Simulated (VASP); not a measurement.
Wanted: the native input for a VASP 6.6.1 run.

| Item | Value |
| --- | --- |
| Task | single point |
| Functional | LDA |
| Potentials or basis | VASP PAW LDA potentials, release 64 (W_sv, Se) |
| Cutoff | 500 eV |
| k mesh | 9 × 9 × 1 |
| Occupations | gaussian, width 0.02 eV |
| Spin | no spin polarisation |
| Dipole correction | no |
| Further INCAR settings | ALGO = Normal; EDIFF = 1e-06; NBANDS = 64 |

The structure of WSe2 lies in POSCAR:

```
WSe2
1.0
    3.2492469942      0.0000000000      0.0000000000
   -1.6246234971      2.8139304402      0.0000000000
    0.0000000000      0.0000000000     34.6409866189
W Se
4 8
Direct
    0.6666666667      0.3333333333      0.9075270584
    0.6666666667      0.3333333333      0.2774101272
    0.3333333333      0.6666666667      0.7225898728
    0.3333333333      0.6666666667      0.0924729416
    0.3333333333      0.6666666667      0.9556490448
    0.3333333333      0.6666666667      0.3254385796
    0.6666666667      0.3333333333      0.7707244180
    0.6666666667      0.3333333333      0.1405937401
    0.3333333333      0.6666666667      0.8594062599
    0.3333333333      0.6666666667      0.2292755820
    0.6666666667      0.3333333333      0.6745614204
    0.6666666667      0.3333333333      0.0443509552
```

One way to write it, as run:

INCAR

```
SYSTEM = WSe2
ALGO = Normal ; EDIFF = 1E-6
ENCUT = 500 ; GGA_COMPAT = .False.
ISIF = 2 ; ISMEAR = 0
LASPH = .True. ; LCHARG = .False.
LREAL = .False. ; LWAVE = .False.
NBANDS = 64 ; NELM = 120
PREC = Accurate ; SIGMA = 0.02
```

KPOINTS

```
k-points
0
Gamma
  9 9 1
  0 0 0
```

Potentials or basis: VASP PAW LDA potentials, release 64 (W_sv, Se).

Run with:

```bash
$ cat potpaw_LDA.64/W_sv/POTCAR potpaw_LDA.64/Se/POTCAR > POTCAR
$ mpirun -np 1 vasp_std > vasp.out
```

Results of the run:

```json
{
 "Largest force": "0.105 eV/Å",
 "Band gap on the k mesh": "1.11 eV (least direct gap 1.65 eV)"
}
```

Caveat: spin-orbit coupling is left out, which moves the levels of the heavy elements.

It took 14 min on 1 thread of Intel Xeon 8259CL, with other jobs on the host, peak memory 0.4 GiB.
